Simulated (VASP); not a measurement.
Here is a VASP 6.6.1 calculation.

Contents of POSCAR:

```
KCl
1.0
    0.0000000000      3.5072828304      3.4907986011
    3.5072828304      0.0000000000      3.4907986011
    3.5072828304      3.5072828304      0.0000000000
K Cl
1 1
Direct
    0.0000000000      0.0000000000      0.0000000000
    0.2500000000      0.2500000000      0.2500000000
```

INCAR.step1

```
PREC     = Accurate       # precision mode
ENCUT    = 520            # plane-wave cutoff, eV
ISMEAR   = 0              # smearing method
SIGMA    = 0.01           # smearing width, eV
LREAL    = F              # projectors in reciprocal space
LASPH    = T              # aspherical terms in the spheres
NELM     = 100            # most SCF steps
NBANDS   = 15             # bands
GGA      = PE             # functional
ALGO     = Normal         # electronic algorithm
EDIFF    = 1E-4           # SCF threshold, eV
LWAVE    = T              # write WAVECAR
LCHARG   = F              # write CHGCAR
```

The input INCAR.step2:

```
PREC     = Accurate       # precision mode
ENCUT    = 520            # plane-wave cutoff, eV
EDIFF    = 1E-6           # SCF threshold, eV
ISMEAR   = 0              # smearing method
SIGMA    = 0.01           # smearing width, eV
LREAL    = F              # projectors in reciprocal space
LASPH    = T              # aspherical terms in the spheres
NELM     = 100            # most SCF steps
ALGO     = Normal         # electronic algorithm
ISIF     = 2              # what is computed and relaxed
LWAVE    = F              # write WAVECAR
LCHARG   = T              # write CHGCAR
METAGGA  = R2SCAN         # meta-GGA
LMIXTAU  = T            
LELF     = T              # ELF
LVHAR    = T            
NBANDS   = 15             # bands
ISTART   = 1
```

File KPOINTS:

```
regular mesh
0
Gamma
  6 6 6
```

Potentials or basis: VASP PAW PBE potentials, release 64 (K_sv, Cl).

The run is started by

```console
$ cat potpaw_PBE.64/K_sv/POTCAR potpaw_PBE.64/Cl/POTCAR > POTCAR
$ cp INCAR.step1 INCAR
$ mpirun -np 1 vasp_std > vasp.out
$ cp INCAR.step2 INCAR
$ mpirun -np 1 vasp_std > vasp.out
```

Question: Estimate the pressure.

Answer: 0.0 GPa.

Question: Predict the band gap on the k mesh.

Answer: 5.36 eV (least direct gap 5.40 eV).

Caveat: the cell differs from its parent crystal (uniaxial z strain -0.5%); the PAW data sets were made with another functional, which shifts forces and pressure a little. A k mesh can miss the band edges.
